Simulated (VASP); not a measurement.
# Lu (Im-3m) in VASP: single point with PBE

Aim: the single point of Lu with PBE.

Everything below comes from runs of VASP 6.6.1. Logs are shortened: lines on timing, memory, paths and dates and some standing lists are left out, and cuts for length are marked.

**1. The cell of the first run**

Symmetry: Im-3m, No. 229, cubic system. The conventional cell has a = 3.901 Å, b = 3.901 Å, c = 3.901 Å, α = 90.00°, β = 90.00°, γ = 90.00°. Lu (site symmetry m-3m) has 14 Lu at 3.38 to 3.90 Å within 4.4 Å.

**2. Single point, PBE**

Contents of INCAR:

```
PREC = Accurate ; ENCUT = 520
EDIFF = 1E-6 ; ISMEAR = 0
SIGMA = 0.05 ; LREAL = False
LASPH = True ; NELM = 100
ALGO = Normal ; ISIF = 2
LWAVE = False ; LCHARG = False
GGA = PE ; NBANDS = 18
```

Contents of KPOINTS:

```
regular mesh
0
Gamma
  8 8 8
```

Contents of POSCAR:

```
Lu
1.0
   -1.9504305427      1.9504305427      1.9504305427
    1.9504305427     -1.9504305427      1.9504305427
    1.9504305427      1.9504305427     -1.9504305427
Lu
1
Direct
    0.0000000000      0.0000000000      0.0000000000
```

Potentials or basis: VASP PAW PBE potentials, release 64 (Lu).

Run with:

```console
> cat potpaw_PBE.64/Lu/POTCAR > POTCAR
> mpirun -np 1 vasp_std > vasp.out
```

OUTCAR:

```text
PREC = Accurate
   ENCUT = 520
   EDIFF = 1E-6
   ISMEAR = 0
   LREAL = False
   LASPH = True
   NELM = 100
   ISIF = 2
   GGA = PE

 ion  position               nearest neighbor table
   1  0.000  0.000  0.000-

  LATTYP: Found a body centered cubic cell.
 ALAT       =     3.9008610854

  Lattice vectors:

 A1 = (  -1.9504305427,   1.9504305427,   1.9504305427)
 A2 = (   1.9504305427,  -1.9504305427,   1.9504305427)
 A3 = (   1.9504305427,   1.9504305427,  -1.9504305427)

Analysis of symmetry for initial positions (statically):
=====================================================================
 Subroutine PRICEL returns:
 Original cell was already a primitive cell.

 Routine SETGRP: Setting up the symmetry group for a
 body centered cubic supercell.

 Subroutine GETGRP returns: Found 48 space group operations
 (whereof 48 operations were pure point group operations)
 out of a pool of 48 trial point group operations.

The static configuration has the point symmetry O_h .

Analysis of symmetry for dynamics (positions and initial velocities):
=====================================================================
 Subroutine PRICEL returns:
 Original cell was already a primitive cell.

 Routine SETGRP: Setting up the symmetry group for a
 body centered cubic supercell.

 Subroutine GETGRP returns: Found 48 space group operations
 (whereof 48 operations were pure point group operations)
 out of a pool of 48 trial point group operations.

The dynamic configuration has the point symmetry O_h .

 Subroutine INISYM returns: Found 48 space group operations
 (whereof 48 operations are pure point group operations),
 and found     1 'primitive' translations

----------------------------------------------------------------------------------------

                                     Primitive cell

  volume of cell :      29.6792

  direct lattice vectors                    reciprocal lattice vectors
    -1.950430543  1.950430543  1.950430543     0.000000000  0.256353656  0.256353656
     1.950430543 -1.950430543  1.950430543     0.256353656  0.000000000  0.256353656
     1.950430543  1.950430543 -1.950430543     0.256353656  0.256353656  0.000000000

  length of vectors
     3.378244797  3.378244797  3.378244797     0.362538817  0.362538817  0.362538817

  position of ions in fractional coordinates (direct lattice)
     0.000000000  0.000000000  0.000000000

  ion indices of the primitive-cell ions
   primitive index   ion index
                 1           1

----------------------------------------------------------------------------------------

 KPOINTS: regular mesh

Automatic generation of k-mesh.
 Grid dimensions read from file:
 generate k-points for:    8    8    8

 Generating k-lattice:

  Cartesian coordinates                     Fractional coordinates (reciprocal lattice)
     0.000000000  0.032044207  0.032044207     0.125000000  0.000000000  0.000000000
     0.032044207  0.000000000  0.032044207     0.000000000  0.125000000  0.000000000
     0.032044207  0.032044207  0.000000000     0.000000000  0.000000000  0.125000000

  Length of vectors
     0.045317352  0.045317352  0.045317352

  Shift w.r.t. Gamma in fractional coordinates (k-lattice)
     0.000000000  0.000000000  0.000000000

 Subroutine IBZKPT returns following result:
 ===========================================

 Found     29 irreducible k-points:

 Following reciprocal coordinates:
            Coordinates               Weight
  0.000000  0.000000  0.000000      1.000000
  0.125000  0.000000  0.000000     12.000000
  0.250000  0.000000  0.000000     12.000000
  0.375000  0.000000  0.000000     12.000000
  0.500000  0.000000  0.000000      6.000000
  0.125000  0.125000  0.000000     24.000000
[... 16 lines left out ...]
 -0.250000  0.250000  0.250000      6.000000
 -0.375000  0.375000  0.250000     24.000000
 [... further k-points ...]
   k-points           NKPTS =     29   k-points in BZ     NKDIM =     29   number of bands    NBANDS=     18
   number of dos      NEDOS =    301   number of ions     NIONS =      1
   total plane-waves  NPLWV =  21952
   dimension x,y,z NGX =    28 NGY =   28 NGZ =   28
   dimension x,y,z NGXF=    56 NGYF=   56 NGZF=   56
   ions per type =               1
   NGX,Y,Z   is equivalent  to a cutoff of  13.78, 13.78, 13.78 a.u.
   NGXF,Y,Z  is equivalent  to a cutoff of  27.56, 27.56, 27.56 a.u.
 SYSTEM =  unknown system
   PREC   = accura    normal or accurate (medium, high low for compatibility)
   ISTART =      0    job   : 0-new  1-cont  2-samecut
   ICHARG =      2    charge: 1-file 2-atom 10-const
   ISPIN  =      1    spin polarized calculation?
   LNONCOLLINEAR =      F non collinear calculations
   LSORBIT =      F    spin-orbit coupling
   LASPH  =      T    aspherical Exc in radial PAW
   ENCUT  =  520.0 eV  38.22 Ry    6.18 a.u.   6.28  6.28  6.28*2*pi/ulx,y,z
   NELM   =    100;   NELMIN=  2; NELMDL= -5     # of ELM steps
   EDIFF  = 0.1E-05   stopping-criterion for ELM
   LREAL  =      F    real-space projection
   EDIFFG = 0.1E-04   stopping-criterion for IOM
   NSW    =      0    number of steps for IOM
   IBRION =     -1    ionic relax: 0-MD 1-quasi-New 2-CG
   NFREE  =      0    steps in history (QN), initial steepest desc. (CG)
   ISIF   =      2    stress and relaxation
   ISYM   =      2    0-nonsym 1-usesym 2-fastsym
   POTIM  = 0.5000    time-step for ionic-motion
   TEBEG  =    0.0;   TEEND  =   0.0 temperature during run
   PSTRESS=    0.0 pullay stress
   NELECT =      25.0000    total number of electrons
   NUPDOWN=      -1.0000    fix difference up-down
   EMIN   =  10.00;   EMAX   =-10.00  energy-range for DOS
   EFERMI =   0.00;   METHOD = LEGACY
   ISMEAR =     0;   SIGMA  =   0.05  broadening in eV -4-tet -1-fermi 0-gaus
   EFERMI_NEDOS =   21; number of points for ismear=-14 and -15
   IALGO  =     38    algorithm
   IMIX   =      4    mixing-type and parameters
     AMIX     =   0.40;   BMIX     =  1.00
     AMIX_MAG =   1.60;   BMIX_MAG =  1.00
  volume/ion in A,a.u.               =      29.68       200.28
  Fermi-wavevector in a.u.,A,eV,Ry     =   1.546100  2.921706 32.523725  2.390426
  Thomas-Fermi vector in A             =   2.651385
   LORBIT       =      0    0 simple, 1 ext, 2 COOP (PROOUT), +10 PAW based schemes
   GGA     = PE    functional components
   LHFCALC =     F    Hartree Fock is set to
   AEXX    =    0.0000 exact exchange contribution
   IVDW    =     0    specifies the selected vdW correction
   LEPSILON=     F    determine dielectric tensor
   LRPA    =     F    only Hartree local field effects (RPA)
 non-spin polarized calculation
 Gauss-broadening in eV      SIGMA  =   0.05
  energy-cutoff  :      520.00
  volume of cell :       29.68
 maximum number of plane-waves:       814
 NGX is ok and might be reduce to    28
   NGX = 13   NGY = 13   NGZ = 13

 number of electron      24.9999994 magnetization

 Free energy of the ion-electron system (eV)
  ---------------------------------------------------
  ext. energy  EPLUGINS =         0.00000000
  ---------------------------------------------------
  free energy    TOTEN  =        -4.38260704 eV

  energy without entropy =       -4.38006723  energy(sigma->0) =       -4.38133714

 E-fermi :   2.3021     XC(G=0): -10.5817

 val. band max:        2.2286452359   @ k =   0.2500   0.2500   0.1250
 cond. band min:       2.3135514298   @ k =   0.3750   0.2500   0.0000
 fundamental gap:      0.0849061939
 Fermi energy:         2.3020674684

 k-point     1 :       0.0000    0.0000    0.0000
  band No.  band energies     occupation
      1     -54.1399      2.00000
      2     -24.5686      2.00000
      3     -24.5686      2.00000
      4     -24.5686      2.00000
      5      -3.8100      2.00000
      6      -2.8935      2.00000
[... 10 lines left out ...]
     17       6.6032      0.00000
     18      13.8702      0.00000

 k-point     2 :       0.1250    0.0000    0.0000
  band No.  band energies     occupation
      1     -54.1356      2.00000
      2     -24.6397      2.00000
      3     -24.5914      2.00000
      4     -24.5687      2.00000
      5      -3.3687      2.00000
      6      -2.8898      2.00000
[... 10 lines left out ...]
     17       6.6086      0.00000
     18      14.2356      0.00000

 k-point     3 :       0.2500    0.0000    0.0000
  band No.  band energies     occupation
      1     -54.1252      2.00000
      2     -24.8068      2.00000
      3     -24.6462      2.00000
      4     -24.5690      2.00000
      5      -2.8839      2.00000
      6      -2.8667      2.00000
[... 10 lines left out ...]
     17       6.7344      0.00000
     18      13.7357      0.00000

 k-point     4 :       0.3750    0.0000    0.0000
  band No.  band energies     occupation
      1     -54.1148      2.00000
      2     -24.9680      2.00000
      3     -24.7003      2.00000
      4     -24.5694      2.00000
      5      -2.8832      2.00000
      6      -2.8638      2.00000
[... 10 lines left out ...]
     17       7.9993      0.00000
     18      11.5806      0.00000

 k-point     5 :       0.5000    0.0000    0.0000
  band No.  band energies     occupation
      1     -54.1105      2.00000
      2     -25.0332      2.00000
      3     -24.7225      2.00000
      4     -24.5695      2.00000
      5      -2.8846      2.00000
      6      -2.8737      2.00000
[... 10 lines left out ...]
     17       9.3398      0.00000
     18      10.6081      0.00000

 k-point     6 :       0.1250    0.1250    0.0000
  band No.  band energies     occupation
      1     -54.1282      2.00000
      2     -24.7545      2.00000
      3     -24.6179      2.00000
      4     -24.5854      2.00000
      5      -2.8832      2.00000
      6      -2.8727      2.00000
[... 10 lines left out ...]
     17       6.8772      0.00000
     18      14.4749      0.00000

 k-point     7 :       0.2500    0.1250    0.0000
  band No.  band energies     occupation
      1     -54.1179      2.00000
      2     -24.9001      2.00000
      3     -24.6840      2.00000
      4     -24.5923      2.00000
      5      -2.8771      2.00000
      6      -2.8600      2.00000
[... 10 lines left out ...]
     17       7.3485      0.00000
     18      12.1397      0.00000

 k-point     8 :       0.3750    0.1250    0.0000
  band No.  band energies     occupation
      1     -54.1105      2.00000
      2     -24.9969      2.00000
      3     -24.7366      2.00000
      4     -24.5941      2.00000
      5      -2.8780      2.00000
      6      -2.8742      2.00000
[... 10 lines left out ...]
     17       9.1282      0.00000
     18      10.3085      0.00000
[... 229 lines left out ...]
     17       9.2344      0.00000
     18      10.4702      0.00000

 k-point    20 :      -0.3750    0.5000    0.1250
  band No.  band energies     occupation
      1     -54.1048      2.00000
      2     -24.9660      2.00000
      3     -24.8019      2.00000
      4     -24.6549      2.00000
      5      -2.8814      2.00000
      6      -2.8673      2.00000
[... 10 lines left out ...]
     17       9.2496      0.00000
     18      10.2261      0.00000

 k-point    21 :      -0.3750   -0.3750    0.1250
  band No.  band energies     occupation
      1     -54.1021      2.00000
      2     -24.9066      2.00000
      3     -24.9066      2.00000
      4     -24.6606      2.00000
      5      -2.8872      2.00000
      6      -2.8589      2.00000
[... 10 lines left out ...]
     17       8.7747      0.00000
     18      11.1794      0.00000

 k-point    22 :       0.2500    0.2500    0.2500
  band No.  band energies     occupation
      1     -54.1088      2.00000
      2     -24.7985      2.00000
      3     -24.7985      2.00000
      4     -24.7985      2.00000
      5      -2.8697      2.00000
      6      -2.8368      2.00000
[... 10 lines left out ...]
     17       7.4632      0.00000
     18      11.9336      0.00000

 k-point    23 :      -0.2500    0.2500    0.2500
  band No.  band energies     occupation
      1     -54.1122      2.00000
      2     -24.8143      2.00000
      3     -24.7297      2.00000
      4     -24.7297      2.00000
      5      -2.8657      2.00000
      6      -2.8581      2.00000
[... 10 lines left out ...]
     17       6.9765      0.00000
     18      12.7020      0.00000

 k-point    24 :      -0.3750    0.3750    0.2500
  band No.  band energies     occupation
      1     -54.1030      2.00000
      2     -24.9156      2.00000
      3     -24.7878      2.00000
      4     -24.7423      2.00000
      5      -2.8800      2.00000
      6      -2.8612      2.00000
[... 10 lines left out ...]
     17       7.6106      0.00000
     18      12.0920      0.00000

 [... further k-points ...]

------------------------ aborting loop because EDIFF is reached ----------------------------------------

  FORCE on cell =-STRESS in cart. coord.  units (eV):
  Direction    XX          YY          ZZ          XY          YZ          ZX
  --------------------------------------------------------------------------------------
  -------------------------------------------------------------------------------------
  Total       -0.0329851     -0.0329851     -0.0329851      0.0000000     -0.0000000     -0.0000000
  in kB       -1.7806445     -1.7806445     -1.7806445      0.0000000     -0.0000000     -0.0000000
  external PRESSURE =      -1.7806445 kB  Pullay stress =       0.0000000 kB

 VOLUME and BASIS-vectors are now :
 -----------------------------------------------------------------------------
  energy-cutoff  :      520.00
  volume of cell :       29.68
      direct lattice vectors                 reciprocal lattice vectors
    -1.950430543  1.950430543  1.950430543     0.000000000  0.256353656  0.256353656
     1.950430543 -1.950430543  1.950430543     0.256353656  0.000000000  0.256353656
     1.950430543  1.950430543 -1.950430543     0.256353656  0.256353656  0.000000000

 POSITION                                       TOTAL-FORCE (eV/Angst)
 -----------------------------------------------------------------------------------
      0.00000      0.00000      0.00000        -0.000000      0.000000      0.000000
 -----------------------------------------------------------------------------------
    total drift:                               -0.000000     -0.000000     -0.000000

  FREE ENERGIE OF THE ION-ELECTRON SYSTEM (eV)
  ---------------------------------------------------
  free  energy   TOTEN  =        -4.3826070409 eV

  energy  without entropy=       -4.3800672330  energy(sigma->0) =       -4.38133714
```

Run time: 8.4 s. Hardware: 1 thread of Intel Xeon 6975P-C (Granite Rapids), shared host; peak memory 0.17 GiB.

What came out:

* Free energy: -4.3826 eV
* Pressure: -0.2 GPa

Levels at points of the mesh, in eV from the Fermi level:
| k point | band 10 | band 11 | band 12 | band 13 | band 14 | band 15 |
| --- | --- | --- | --- | --- | --- | --- |
| (0.00, 0.00, 0.00) | -5.11 | -5.11 | -5.09 | 2.10 | 2.10 | 2.10 |
| (0.50, 0.00, 0.00) | -5.11 | -5.10 | -2.51 | 0.39 | 0.42 | 4.06 |
| (0.50, 0.50, 0.50) | -5.10 | -5.10 | -1.48 | -1.48 | 5.60 | 5.60 |

Caveat: spin-orbit coupling is left out, which moves the levels of the heavy elements.
